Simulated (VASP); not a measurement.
# InAs3 (P4/mmm) in VASP: a series of runs

The runs below take InAs3 through single point, relaxation of cell and atoms, with PBE.

All numbers are computed with VASP 6.6.1; they aren't measurements. Logs are shortened: lines on timing, memory, paths and dates and some standing lists are left out, and cuts for length are marked.

## 1. The cell of the first run

The structure is tetragonal, space group P4/mmm (No. 123). Conventional cell: a = 5.065 Å, b = 5.065 Å, c = 4.422 Å, α = 90.00°, β = 90.00°, γ = 90.00°. Within 4.5 Å of In (site symmetry 4/mmm) lie 12 As at 3.36 to 3.58 Å and 2 In at 4.42 Å. As (site symmetry 4/mmm) has 10 As at 3.36 to 4.42 Å and 4 In at 3.58 Å within 4.5 Å. Within 4.5 Å of As (site symmetry mmm) lie 4 In at 3.36 Å and 10 As at 3.36 to 4.42 Å.

The cell was generated, and may not be a known phase.

## 2. Single point, PBE

Contents of INCAR:

```
SYSTEM = InAs3
ALGO = Normal
EDIFF = 1E-7
ENCUT = 520
GGA = PE
ISIF = 2
ISMEAR = 0
LASPH = .True.
LCHARG = .False.
LREAL = .False.
LWAVE = .False.
NBANDS = 22
NELM = 100
PREC = Accurate
SIGMA = 0.1
```

Contents of KPOINTS:

```
k-points
0
Gamma
  4 4 4
  0 0 0
```

Contents of POSCAR:

```
InAs3
1.0
    5.0650565000      0.0000000000      0.0000000000
    0.0000000000      5.0650565000      0.0000000000
    0.0000000000      0.0000000000      4.4216635100
In As
1 3
Direct
    0.0000000000      0.0000000000      0.0000000000
    0.5000000000      0.5000000000      0.0000000000
    0.0000000000      0.5000000000      0.5000000000
    0.5000000000      0.0000000000      0.5000000000
```

Potentials or basis: VASP PAW PBE potentials, release 64 (In_d, As).

Started as:

```
cat potpaw_PBE.64/In_d/POTCAR potpaw_PBE.64/As/POTCAR > POTCAR
mpirun -np 1 vasp_std > vasp.out
```

OUTCAR:

```text
SYSTEM = InAs3
   EDIFF = 1E-7
   ENCUT = 520
   GGA = PE
   ISIF = 2
   ISMEAR = 0
   LASPH = .True.
   LREAL = .False.
   NELM = 100
   PREC = Accurate

 ion  position               nearest neighbor table
   1  0.000  0.000  0.000-   3 3.36   4 3.36   3 3.36   4 3.36   3 3.36   3 3.36   4 3.36   4 3.36

   2  0.500  0.500  0.000-
   3  0.000  0.500  0.500-   1 3.36   1 3.36   1 3.36   1 3.36
   4  0.500  0.000  0.500-   1 3.36   1 3.36   1 3.36   1 3.36

  LATTYP: Found a simple tetragonal cell.
 ALAT       =     5.0650565000
 C/A-ratio  =     0.8729741731

  Lattice vectors:

 A1 = (   5.0650565000,   0.0000000000,   0.0000000000)
 A2 = (   0.0000000000,   5.0650565000,   0.0000000000)
 A3 = (   0.0000000000,   0.0000000000,   4.4216635100)

Analysis of symmetry for initial positions (statically):
=====================================================================
 Subroutine PRICEL returns:
 Original cell was already a primitive cell.

 Routine SETGRP: Setting up the symmetry group for a
 simple tetragonal supercell.

 Subroutine GETGRP returns: Found 16 space group operations
 (whereof 16 operations were pure point group operations)
 out of a pool of 16 trial point group operations.

The static configuration has the point symmetry D_4h.

Analysis of symmetry for dynamics (positions and initial velocities):
=====================================================================
 Subroutine PRICEL returns:
 Original cell was already a primitive cell.

 Routine SETGRP: Setting up the symmetry group for a
 simple tetragonal supercell.

 Subroutine GETGRP returns: Found 16 space group operations
 (whereof 16 operations were pure point group operations)
 out of a pool of 16 trial point group operations.

The dynamic configuration has the point symmetry D_4h.

 Subroutine INISYM returns: Found 16 space group operations
 (whereof 16 operations are pure point group operations),
 and found     1 'primitive' translations

----------------------------------------------------------------------------------------

                                     Primitive cell

  volume of cell :     113.4369

  direct lattice vectors                    reciprocal lattice vectors
     5.065056500  0.000000000  0.000000000     0.197431164  0.000000000  0.000000000
     0.000000000  5.065056500  0.000000000     0.000000000  0.197431164  0.000000000
     0.000000000  0.000000000  4.421663510     0.000000000  0.000000000  0.226159227

  length of vectors
     5.065056500  5.065056500  4.421663510     0.197431164  0.197431164  0.226159227

  position of ions in fractional coordinates (direct lattice)
     0.000000000  0.000000000  0.000000000
     0.500000000  0.500000000  0.000000000
     0.000000000  0.500000000  0.500000000
     0.500000000  0.000000000  0.500000000

  ion indices of the primitive-cell ions
   primitive index   ion index
                 1           1
                 2           2
                 3           3
                 4           4

----------------------------------------------------------------------------------------

 KPOINTS: k-points

Automatic generation of k-mesh.
 Grid dimensions read from file:
 generate k-points for:    4    4    4

 Generating k-lattice:

  Cartesian coordinates                     Fractional coordinates (reciprocal lattice)
     0.049357791  0.000000000  0.000000000     0.250000000  0.000000000  0.000000000
     0.000000000  0.049357791  0.000000000     0.000000000  0.250000000  0.000000000
     0.000000000  0.000000000  0.056539807     0.000000000  0.000000000  0.250000000

  Length of vectors
     0.049357791  0.049357791  0.056539807

  Shift w.r.t. Gamma in fractional coordinates (k-lattice)
     0.000000000  0.000000000  0.000000000

 Subroutine IBZKPT returns following result:
 ===========================================

 Found     18 irreducible k-points:

 Following reciprocal coordinates:
            Coordinates               Weight
  0.000000  0.000000  0.000000      1.000000
  0.250000  0.000000  0.000000      4.000000
  0.500000  0.000000  0.000000      2.000000
  0.250000  0.250000  0.000000      4.000000
  0.500000  0.250000  0.000000      4.000000
  0.500000  0.500000  0.000000      1.000000
[... 10 lines left out ...]
  0.500000  0.250000  0.500000      4.000000
  0.500000  0.500000  0.500000      1.000000
   k-points           NKPTS =     18   k-points in BZ     NKDIM =     18   number of bands    NBANDS=     22
   number of dos      NEDOS =    301   number of ions     NIONS =      4
   total plane-waves  NPLWV =  57600
   dimension x,y,z NGX =    40 NGY =   40 NGZ =   36
   dimension x,y,z NGXF=    80 NGYF=   80 NGZF=   72
   ions per type =               1   3
   NGX,Y,Z   is equivalent  to a cutoff of  13.13, 13.13, 13.54 a.u.
   NGXF,Y,Z  is equivalent  to a cutoff of  26.26, 26.26, 27.07 a.u.
 SYSTEM =  InAs3
   PREC   = accura    normal or accurate (medium, high low for compatibility)
   ISTART =      0    job   : 0-new  1-cont  2-samecut
   ICHARG =      2    charge: 1-file 2-atom 10-const
   ISPIN  =      1    spin polarized calculation?
   LNONCOLLINEAR =      F non collinear calculations
   LSORBIT =      F    spin-orbit coupling
   LASPH  =      T    aspherical Exc in radial PAW
   ENCUT  =  520.0 eV  38.22 Ry    6.18 a.u.   9.42  9.42  8.22*2*pi/ulx,y,z
   NELM   =    100;   NELMIN=  2; NELMDL= -5     # of ELM steps
   EDIFF  = 0.1E-06   stopping-criterion for ELM
   LREAL  =      F    real-space projection
   EDIFFG = 0.1E-05   stopping-criterion for IOM
   NSW    =      0    number of steps for IOM
   IBRION =     -1    ionic relax: 0-MD 1-quasi-New 2-CG
   NFREE  =      0    steps in history (QN), initial steepest desc. (CG)
   ISIF   =      2    stress and relaxation
   ISYM   =      2    0-nonsym 1-usesym 2-fastsym
   POTIM  = 0.5000    time-step for ionic-motion
   TEBEG  =    0.0;   TEEND  =   0.0 temperature during run
   PSTRESS=    0.0 pullay stress
   NELECT =      28.0000    total number of electrons
   NUPDOWN=      -1.0000    fix difference up-down
   EMIN   =  10.00;   EMAX   =-10.00  energy-range for DOS
   EFERMI =   0.00;   METHOD = LEGACY
   ISMEAR =     0;   SIGMA  =   0.10  broadening in eV -4-tet -1-fermi 0-gaus
   EFERMI_NEDOS =   21; number of points for ismear=-14 and -15
   IALGO  =     38    algorithm
   IMIX   =      4    mixing-type and parameters
     AMIX     =   0.40;   BMIX     =  1.00
     AMIX_MAG =   1.60;   BMIX_MAG =  1.00
  volume/ion in A,a.u.               =      28.36       191.38
  Fermi-wavevector in a.u.,A,eV,Ry     =   1.026935  1.940625 14.348629  1.054594
  Thomas-Fermi vector in A             =   2.160853
   LORBIT       =      0    0 simple, 1 ext, 2 COOP (PROOUT), +10 PAW based schemes
   GGA     = PE    functional components
   LHFCALC =     F    Hartree Fock is set to
   AEXX    =    0.0000 exact exchange contribution
   IVDW    =     0    specifies the selected vdW correction
   LEPSILON=     F    determine dielectric tensor
   LRPA    =     F    only Hartree local field effects (RPA)
 non-spin polarized calculation
 Gauss-broadening in eV      SIGMA  =   0.10
  energy-cutoff  :      520.00
  volume of cell :      113.44
 maximum number of plane-waves:      3088
 NGX is ok and might be reduce to    40
   NGX = 19   NGY = 19   NGZ = 17

 number of electron      28.0000002 magnetization

 Free energy of the ion-electron system (eV)
  ---------------------------------------------------
  ext. energy  EPLUGINS =         0.00000000
  ---------------------------------------------------
  free energy    TOTEN  =       -14.06643903 eV

  energy without entropy =      -14.05217241  energy(sigma->0) =      -14.05930572

 E-fermi :   3.4971     XC(G=0):  -9.2720

 val. band max:        3.4899239737   @ k =   0.2500   0.2500   0.0000
 cond. band min:       3.5027230727   @ k =   0.2500   0.0000   0.0000
 fundamental gap:      0.0127990990
 Fermi energy:         3.4971353979

 k-point     1 :       0.0000    0.0000    0.0000
  band No.  band energies     occupation
      1     -10.6781      2.00000
      2     -10.6681      2.00000
      3     -10.6535      2.00000
      4     -10.6535      2.00000
      5     -10.6535      2.00000
      6      -8.3087      2.00000
[... 14 lines left out ...]
     21       9.2689      0.00000
     22       9.6580      0.00000

 k-point     2 :       0.2500    0.0000    0.0000
  band No.  band energies     occupation
      1     -10.6731      2.00000
      2     -10.6662      2.00000
      3     -10.6559      2.00000
      4     -10.6555      2.00000
      5     -10.6534      2.00000
      6      -8.0544      2.00000
[... 14 lines left out ...]
     21       8.8902      0.00000
     22       9.6800      0.00000

 k-point     3 :       0.5000    0.0000    0.0000
  band No.  band energies     occupation
      1     -10.6685      2.00000
      2     -10.6639      2.00000
      3     -10.6583      2.00000
      4     -10.6574      2.00000
      5     -10.6533      2.00000
      6      -7.5741      2.00000
[... 14 lines left out ...]
     21       8.4778      0.00000
     22      11.2589      0.00000

 k-point     4 :       0.2500    0.2500    0.0000
  band No.  band energies     occupation
      1     -10.6673      2.00000
      2     -10.6650      2.00000
      3     -10.6592      2.00000
      4     -10.6558      2.00000
      5     -10.6557      2.00000
      6      -7.8047      2.00000
[... 14 lines left out ...]
     21       8.6913      0.00000
     22       9.3197      0.00000

 k-point     5 :       0.5000    0.2500    0.0000
  band No.  band energies     occupation
      1     -10.6637      2.00000
      2     -10.6631      2.00000
      3     -10.6613      2.00000
      4     -10.6581      2.00000
      5     -10.6556      2.00000
      6      -7.3198      2.00000
[... 267 lines left out ...]
 k-point    16 :       0.2500    0.2500    0.5000
  band No.  band energies     occupation
      1     -10.6781      2.00000
      2     -10.6769      2.00000
      3     -10.6604      2.00000
      4     -10.6576      2.00000
      5     -10.6373      2.00000
      6      -6.8444      2.00000
[... 14 lines left out ...]
     21       8.2002      0.00000
     22      11.8088      0.00000

 k-point    17 :       0.5000    0.2500    0.5000
  band No.  band energies     occupation
      1     -10.6876      2.00000
      2     -10.6769      2.00000
      3     -10.6608      2.00000
      4     -10.6570      2.00000
      5     -10.6353      2.00000
      6      -6.4090      2.00000
[... 14 lines left out ...]
     21       9.3172      0.00000
     22      11.9666      0.00000

 k-point    18 :       0.5000    0.5000    0.5000
  band No.  band energies     occupation
      1     -10.6868      2.00000
      2     -10.6868      2.00000
      3     -10.6655      2.00000
      4     -10.6532      2.00000
      5     -10.6342      2.00000
      6      -6.3111      2.00000
[... 14 lines left out ...]
     21       9.9798      0.00000
     22      11.0203      0.00000

------------------------ aborting loop because EDIFF is reached ----------------------------------------

  FORCE on cell =-STRESS in cart. coord.  units (eV):
  Direction    XX          YY          ZZ          XY          YZ          ZX
  --------------------------------------------------------------------------------------
  -------------------------------------------------------------------------------------
  Total       -7.3915235     -7.3915235     -6.8329387      0.0000000      0.0000000      0.0000000
  in kB     -104.3975406   -104.3975406    -96.5081135      0.0000000      0.0000000      0.0000000
  external PRESSURE =    -101.7677316 kB  Pullay stress =       0.0000000 kB

 VOLUME and BASIS-vectors are now :
 -----------------------------------------------------------------------------
  energy-cutoff  :      520.00
  volume of cell :      113.44
      direct lattice vectors                 reciprocal lattice vectors
     5.065056500  0.000000000  0.000000000     0.197431164  0.000000000  0.000000000
     0.000000000  5.065056500  0.000000000     0.000000000  0.197431164  0.000000000
     0.000000000  0.000000000  4.421663510     0.000000000  0.000000000  0.226159227

 POSITION                                       TOTAL-FORCE (eV/Angst)
 -----------------------------------------------------------------------------------
      0.00000      0.00000      0.00000         0.000000      0.000000      0.000000
      2.53253      2.53253      0.00000         0.000000      0.000000      0.000000
      0.00000      2.53253      2.21083         0.000000      0.000000      0.000000
      2.53253      0.00000      2.21083         0.000000      0.000000      0.000000
 -----------------------------------------------------------------------------------
    total drift:                               -0.000000      0.000000     -0.000000

  FREE ENERGIE OF THE ION-ELECTRON SYSTEM (eV)
  ---------------------------------------------------
  free  energy   TOTEN  =       -14.0664390336 eV

  energy  without entropy=      -14.0521724055  energy(sigma->0) =      -14.05930572
```

Wall time 73 s (1 thread of Intel Xeon 8259CL, shared host); peak memory 0.24 GiB.

Results:

```yaml
Free_energy: -14.0664 eV
Pressure: -10.2 GPa
Band_gap_on_the_k_mesh: zero (bands 14 and 15 overlap by 2.46 eV)
```

Caveat: the cell stands under tension; spin-orbit coupling is left out, which moves the levels of the heavy elements.

## 3. Relaxation of cell and atoms, PBE

Contents of INCAR:

```
SYSTEM = InAs3
PREC = Accurate
ENCUT = 600
EDIFF = 1E-6
ISMEAR = 0
SIGMA = 0.1
LREAL = .FALSE.
LASPH = .TRUE.
NELM = 100
ALGO = Normal
ISIF = 3
LWAVE = .FALSE.
LCHARG = .FALSE.
GGA = PE
IBRION = 2
NSW = 90
EDIFFG = -0.04
```

Contents of KPOINTS:

```
Automatic mesh
0
G
  4 4 4
  0 0 0
```

POSCAR is that of step 2.

Potentials or basis: VASP PAW PBE potentials, release 64 (In_d, As).

Started as:

```
cat potpaw_PBE.64/In_d/POTCAR potpaw_PBE.64/As/POTCAR > POTCAR
mpirun -np 1 vasp_std > vasp.out
```

Wall time 5.9 min (1 thread of Intel Xeon 8259CL, shared host); peak memory 0.26 GiB.

Results (log left out):

```
Free energy                           : -15.2536 eV
Relaxed volume                        : 21.37 Å³/atom
Relaxed cell                          : a = 4.487 Å, b = 4.487 Å, c = 4.246 Å, α = 90.00°, β = 90.00°, γ = 90.00°
Space group after relaxing (to 0.1 Å) : P4/mmm (No. 123)
Energy gained by relaxing             : 296.8 meV/atom
Ionic steps                           : 9
Pressure after relaxing               : -0.1 GPa
Band gap on the k mesh                : zero (bands 14 and 15 overlap by 4.18 eV)
```

Stress tensor (GPa, compression positive):
```
-0.25  0.00  0.00
 0.00 -0.25  0.00
 0.00  0.00  0.18
```

Step by step:
```csv
step,energy change (eV),largest force (eV/Å),pressure (GPa),volume (Å³)
1,0.0000,0.0000,-10.16,113.44
2,-1.1559,0.0000,-0.87,86.39
3,-1.1593,0.0000,-0.02,85.25
4,-1.1588,0.0000,0.38,84.74
5,-1.1675,0.0000,0.43,84.68
6,-1.1814,0.0000,0.71,84.41
7,-1.1835,0.0000,0.89,84.28
8,-1.1840,0.0000,-1.00,86.65
9,-1.1872,0.0000,-0.11,85.49
```

Final structure:
```
In As
1.0
     4.48711    0.00000    0.00000
     0.00000    4.48711    0.00000
     0.00000    0.00000    4.24610
In As
1 3
Direct
  0.00000 0.00000 0.00000
  0.50000 0.50000 0.00000
  0.00000 0.50000 0.50000
  0.50000 0.00000 0.50000
```

Levels at points of the mesh, in eV from the Fermi level:
| k point | band 11 | band 12 | band 13 | band 14 | band 15 | band 16 | band 17 | band 18 |
| --- | --- | --- | --- | --- | --- | --- | --- | --- |
| (0.00, 0.00, 0.00) | -3.98 | -2.81 | 0.53 | 0.53 | 0.67 | 2.46 | 2.50 | 2.50 |
| (0.50, 0.00, 0.00) | -2.50 | -2.18 | -1.69 | -0.71 | -0.47 | 2.50 | 2.78 | 3.02 |
| (0.50, 0.50, 0.00) | -1.32 | -1.32 | -0.92 | -0.69 | -0.69 | 1.36 | 2.42 | 3.09 |
| (0.00, 0.00, 0.50) | -2.71 | -1.99 | -1.99 | -1.11 | -0.73 | 2.19 | 2.19 | 3.11 |
| (0.50, 0.00, 0.50) | -1.88 | -1.87 | -1.18 | -0.99 | -0.92 | 0.52 | 1.95 | 3.71 |
| (0.50, 0.50, 0.50) | -5.19 | -5.11 | -4.18 | 3.25 | 3.40 | 3.79 | 3.79 | 4.13 |

Caveat: the volume moved by over 15 % at a fixed basis, so the end points are rough; spin-orbit coupling is left out, which moves the levels of the heavy elements.

The gap in the log of VASP goes by the Fermi energy; the results here count the filled bands.